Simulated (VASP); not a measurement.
# CuO (Tenorite) (Cc) in VASP: further runs, part 2 of 2

VASP 6.6.1. Earlier steps stand in the parts before.

### Step 4. Single point, RPBE

This run uses another cell than the first one, of 10.77 Å³/atom, 1.019 times its volume.

File INCAR:

```
SYSTEM = CuO
ALGO     = Normal         ! electronic algorithm
EDIFF    = 1E-6           ! SCF threshold, eV
ENCUT    = 700            ! plane-wave cutoff, eV
GGA      = RP             ! functional
GGA_COMPAT= .FALSE.      
ISIF     = 2              ! what is computed and relaxed
ISMEAR   = -1             ! smearing method
LASPH    = .TRUE.         ! aspherical terms in the spheres
LCHARG   = .FALSE.        ! write CHGCAR
LREAL    = .FALSE.        ! projectors in reciprocal space
LWAVE    = .FALSE.        ! write WAVECAR
NBANDS   = 33             ! bands
NELM     = 120            ! most SCF steps
PREC     = Accurate       ! precision mode
SIGMA    = 0.05           ! smearing width, eV
```

File KPOINTS:

```
k-points
0
G
  10 10 5
  0 0 0
```

File POSCAR:

```
CuO
1.0
    2.3906352041     -1.7470046099      0.0000000000
    2.3906352041      1.7470046099      0.0000000000
   -0.8774322550      0.0000000000      5.1586662202
Cu O
2 2
Direct
    0.4968000000      0.0032000000      0.5000000000
    0.0032000000      0.4968000000      0.0000000000
    0.4056000000      0.5714000000      0.7537000000
    0.5714000000      0.4056000000      0.2537000000
```

Potentials or basis: VASP PAW PBE potentials, release 64 (Cu_sv_GW, O).

Started as:

```console
cat potpaw_PBE.64/Cu_sv_GW/POTCAR potpaw_PBE.64/O/POTCAR > POTCAR
mpirun -np 1 vasp_std > vasp.out
```

OUTCAR:

```text
SYSTEM = CuO
   EDIFF = 1E-6
   ENCUT = 700
   GGA = RP
   ISIF = 2
   ISMEAR = -1
   LASPH = .TRUE.
   LREAL = .FALSE.
   NELM = 120
   PREC = Accurate

 ion  position               nearest neighbor table
   1  0.497  0.003  0.500-   4 1.94   3 1.97   4 2.02   3 2.06
   2  0.003  0.497  0.000-   3 1.94   4 1.97   3 2.02   4 2.06
   3  0.406  0.571  0.754-   2 1.94   1 1.97   2 2.02   1 2.06
   4  0.571  0.406  0.254-   1 1.94   2 1.97   1 2.02   2 2.06

  LATTYP: Found a base centered monoclinic cell.
 ALAT       =     4.7812704082
 B/A-ratio  =     0.7307700509
 C/A-ratio  =     1.0944277397
 COS(beta)  =    -0.1676807457
[... 1064 lines left out ...]
  --------------------------------------------------------------------------------------
  -------------------------------------------------------------------------------------
  Total       -0.5215311      0.1845733     -0.8949232      0.0000000      0.0000000     -0.1995606
  in kB      -19.3917053      6.8628542    -33.2752697      0.0000000      0.0000000     -7.4201152
  external PRESSURE =     -15.2680403 kB  Pullay stress =       0.0000000 kB

 VOLUME and BASIS-vectors are now :
 -----------------------------------------------------------------------------
  energy-cutoff  :      700.00
  volume of cell :       43.09
      direct lattice vectors                 reciprocal lattice vectors
     2.390635204 -1.747004610  0.000000000     0.209149434 -0.286204168  0.035574013
     2.390635204  1.747004610  0.000000000     0.209149434  0.286204168  0.035574013
    -0.877432255  0.000000000  5.158666220     0.000000000  0.000000000  0.193848556

 POSITION                                       TOTAL-FORCE (eV/Angst)
 -----------------------------------------------------------------------------------
      0.75660     -0.86232      2.57933        -0.528733     -0.274274      0.200158
      1.19532      0.86232      0.00000        -0.528733      0.274274      0.200158
      1.67433      0.28965      3.88809         0.528733     -0.394331     -0.200158
      2.11305     -0.28965      1.30875         0.528733      0.394331     -0.200158
 -----------------------------------------------------------------------------------
    total drift:                                0.001082      0.000000     -0.000713

  FREE ENERGIE OF THE ION-ELECTRON SYSTEM (eV)
  ---------------------------------------------------
  free  energy   TOTEN  =       -17.9462712127 eV

  energy  without entropy=      -17.9262629644  energy(sigma->0) =      -17.93626709
```

OSZICAR:

```text
N       E                     dE             d eps       ncg     rms          rms(c)
DAV:   1     0.995871012218E+03    0.99587E+03   -0.37601E+04 14702   0.514E+03
DAV:   2     0.799271896573E+02   -0.91594E+03   -0.87982E+03 15577   0.135E+03
DAV:   3    -0.189775133552E+02   -0.98905E+02   -0.96904E+02 17799   0.472E+02
DAV:   4    -0.237421007303E+02   -0.47646E+01   -0.47470E+01 15211   0.116E+02
DAV:   5    -0.239556098394E+02   -0.21351E+00   -0.21342E+00 16156   0.222E+01    0.171E+01
DAV:   6    -0.224852512836E+02    0.14704E+01   -0.44991E+01 16364   0.325E+02    0.167E+01
DAV:   7    -0.178843508581E+02    0.46009E+01   -0.15539E+01 15092   0.278E+02    0.364E+00
DAV:   8    -0.179592212075E+02   -0.74870E-01   -0.14123E+00 15420   0.147E+01    0.187E+00
DAV:   9    -0.179489062950E+02    0.10315E-01   -0.64305E-02 17620   0.121E+01    0.578E-01
DAV:  10    -0.179459747411E+02    0.29316E-02   -0.10134E-02 17780   0.633E+00    0.132E-01
DAV:  11    -0.179463059466E+02   -0.33121E-03   -0.13087E-03 17196   0.690E-01    0.743E-02
DAV:  12    -0.179462668162E+02    0.39130E-04   -0.30460E-04 15836   0.392E-01    0.146E-02
DAV:  13    -0.179462689388E+02   -0.21226E-05   -0.23738E-05 15972   0.206E-01    0.911E-03
DAV:  14    -0.179462708042E+02   -0.18654E-05   -0.28045E-06  9364   0.108E-01    0.210E-03
DAV:  15    -0.179462712127E+02   -0.40848E-06   -0.28039E-07  6876   0.429E-02
   1 F= -.17946271E+02 E0= -.17936267E+02  d E =-.200082E-01
```

It took 3.7 min on 1 thread of Intel Xeon 6975P-C (Granite Rapids), shared host; peak memory 0.41 GiB.

What came out:

* Free energy: -17.9463 eV
* Pressure: -1.5 GPa
* Largest force: 0.689 eV/Å
* Band gap on the k mesh: zero (band 25 reaches 5.39 eV, above the bottom of band 26 at 4.80 eV)

Forces in eV/Å, atoms in the order of the input:
```
Cu  -0.529 -0.274  0.200
Cu  -0.529  0.274  0.200
O    0.529 -0.394 -0.200
O    0.529  0.394 -0.200
```

Stress tensor (GPa, compression positive):
```
-1.94  0.00 -0.74
 0.00  0.69  0.00
-0.74  0.00 -3.33
```

Caveat: the PAW data sets were made with another functional, which shifts forces and pressure a little; semilocal functionals often make such compounds metallic where correlation or magnetic order opens a gap, which also shifts bond lengths. With open d or f shells a metallic result of RPBE can be an artefact of self-interaction; +U or a hybrid may open a gap.

### Step 5. Overview

| level | cell | k mesh | gap on the mesh (eV) | pressure (GPa) | largest force (eV/Å) |
| --- | --- | --- | --- | --- | --- |
| PBEsol | a = 2.962, b = 2.962, c = 5.135 Å, angles 97.9, 97.9, 72.3°, 4 atoms | 8 × 8 × 5 | none | -11.1 | 0.74 |
| RPBE | a = 2.845, b = 2.845, c = 5.027 Å, angles 97.8, 97.8, 72.3°, 4 atoms | 10 × 10 × 5 | none | 21.8 | 0.99 |
| RPBE | a = 2.961, b = 2.961, c = 5.233 Å, angles 97.8, 97.8, 72.3°, 4 atoms | 10 × 10 × 5 | none | -1.5 | 0.69 |

Alike in all rows: task single point; potentials or basis VASP PAW PBE potentials, release 64 (Cu_sv_GW, O); no spin polarisation; cutoff (eV) 700; smearing fermi-dirac 0.05 eV.

Caveats: the PAW data sets were made with another functional, which shifts forces and pressure a little; semilocal functionals often make such compounds metallic where correlation or magnetic order opens a gap, which also shifts bond lengths.

Total energies depend on the potentials used, so only differences within one code and one set of settings carry meaning.
